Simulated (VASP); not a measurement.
Si2Mo, 6 atoms in the cell. It takes space group Fddd (No. 70, orthorhombic). The conventional cell has a = 4.569 Å, b = 7.967 Å, c = 8.730 Å, α = 90.00°, β = 90.00°, γ = 90.00°. Si (site symmetry 2) has 9 Si at 2.54 to 3.17 Å and 5 Mo at 2.56 to 2.68 Å within 3.4 Å. Within 3.4 Å of Mo (site symmetry 222) lie 10 Si at 2.56 to 2.68 Å and 4 Mo at 3.17 Å. 

```yaml
Program: VASP 6.6.1
Task: single point
Functional: r2SCAN
Dispersion: rVV10
Potentials_or_basis: VASP PAW PBE potentials, release 64 (Si, Mo_sv)
Cutoff: 550 eV
k_mesh: 8 × 8 × 8
Occupations: fermi-dirac, width 0.03 eV
Spin: no spin polarisation
Dipole_correction: no
Further_INCAR_settings: ALGO = Normal; EDIFF = 1e-06; NBANDS = 31
```

Potentials or basis: VASP PAW PBE potentials, release 64 (Si, Mo_sv).

Command:

```sh
$ cat potpaw_PBE.64/Si/POTCAR potpaw_PBE.64/Mo_sv/POTCAR > POTCAR
$ cp INCAR.step1 INCAR
$ mpirun -np 1 vasp_std > vasp.out
$ cp INCAR.step2 INCAR
$ mpirun -np 1 vasp_std > vasp.out
```

Hardware: 1 thread of Oxide Virtual Turin-like Processor, with other jobs on the host.

Problem. How long does it take, and how much memory?

Solution. Wall time 34 min on 1 thread of Oxide Virtual Turin-like Processor (shared host), peak memory 0.62 GiB. Counts: k points 95.
